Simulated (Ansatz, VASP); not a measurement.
**SnSe: VASP beside Ansatz**

File INCAR:

```
SYSTEM = SnSe
PREC = Accurate
ENCUT = 520
EDIFF = 1E-6
ISMEAR = 0
SIGMA = 0.01
LREAL = .FALSE.
LASPH = .TRUE.
NELM = 60
ALGO = Normal
ISIF = 2
LWAVE = .FALSE.
LCHARG = .FALSE.
GGA = PS
NBANDS = 28
```

File KPOINTS:

```
Automatic mesh
0
G
  6 6 2
  0 0 0
```

The input POSCAR:

```
SnSe
1.0
    4.2853274200      0.0000000000      0.0000000000
    0.0000000000      4.2853274200      0.0000000000
    0.0000000000      0.0000000000     10.9906921300
Sn Se
2 2
Direct
    0.5000000000      0.0000000000      0.3722291100
    0.0000000000      0.5000000000      0.6277708900
    0.5000000000      0.0000000000      0.6160394900
    0.0000000000      0.5000000000      0.3839605100
```

Input for Ansatz:

```yaml
crystal:
  lattice:
    - [4.28532742, 0.0, 0.0]
    - [0.0, 4.28532742, 0.0]
    - [0.0, 0.0, 10.99069213]
  atoms:
    - { symbol: Sn, position: [0.5, 0.0, 0.37222911] }
    - { symbol: Sn, position: [0.0, 0.5, 0.62777089] }
    - { symbol: Se, position: [0.5, 0.0, 0.61603949] }
    - { symbol: Se, position: [0.0, 0.5, 0.38396051] }
basis:
  ecutwfc: 550.0
kpoints:
  mp_grid:
    grid: [6, 6, 2]
    shift: [0.0, 0.0, 0.0]
hamiltonian:
  xc: pbesol
scf:
  occupations:
    method: fixed
output:
  optics:
    de: 0.05
    sigma: 0.2
    scissors: 1.5
    nscf_kmesh:
      grid: [6, 6, 2]
    bands:
      spectra_wanted_up_to: 8.0
```

Alike in both runs: task single point; functional PBEsol; k mesh 6 × 6 × 2; no spin polarisation.

|  | VASP | Ansatz |
| --- | --- | --- |
| version | VASP 6.6.1 | Ansatz 0.2.0 |
| potentials or method | VASP PAW PBE potentials, release 64 (Sn_d, Se), cutoff 520 eV | plane waves, PAW |
| occupations | gaussian, width 0.01 eV | fixed |
| valence electrons in the cell | 40 | 60 |

VASP gave:

- gap on the k mesh at the Fermi level (eV): 1.46

Q: Which values does Ansatz return?

A: gap on the k mesh at the Fermi level (eV): 1.47.

VASP's potentials were made for PBE, not for PBEsol. VASP's potentials hold 40 valence electrons a cell and Ansatz's 60, so a difference there can come from the potentials and not from the codes.
